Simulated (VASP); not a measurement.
Runs of VASP 6.6.1 on CoH. The structure is that of space group Fm-3m (No. 225), or close to it. The cells are those of the table. 

```tsv
task	cell	cutoff (eV)	gap on the mesh (eV)	pressure (GPa)	moment (μB)
relaxation of cell and atoms	relaxed from a = 2.609 Å, angles 60.0°, 2 atoms	600	none	0.0	0.94
single point	a = 2.511 Å, angles 60.0°, 2 atoms	520	none	14.7	0.89
relaxation of cell and atoms	relaxed to 45 GPa from a = 2.609 Å, angles 60.0°, 2 atoms	600	none	44.5	0.84
relaxation of cell and atoms	relaxed to 30 GPa from a = 2.609 Å, angles 60.0°, 2 atoms	600	none	30.5	0.86
single point	a = 2.447 Å, angles 60.0°, 2 atoms	520	none	(a)	0.84
relaxation of cell and atoms	relaxed to 15 GPa from a = 2.609 Å, angles 60.0°, 2 atoms	600	none	14.9	0.89
single point	a = 2.476 Å, angles 60.0°, 2 atoms	520	none	29.8	0.86
single point	a = 2.554 Å, angles 60.0°, 2 atoms	520	none	-0.5	0.94
```

Alike in all rows: level LDA; potentials or basis VASP PAW LDA potentials, release 64 (Co, H); spin collinear, ferromagnetic start; k mesh 10 × 10 × 10; smearing fermi-dirac 0.1 eV.

Question: Estimate the missing entries.

Answer: (a) 45.0.

Caveats: the cell is relaxed towards a set pressure, so the enthalpy falls and the energy may rise (some runs).

A gap of «none» marks levels without a gap at the run's occupations.
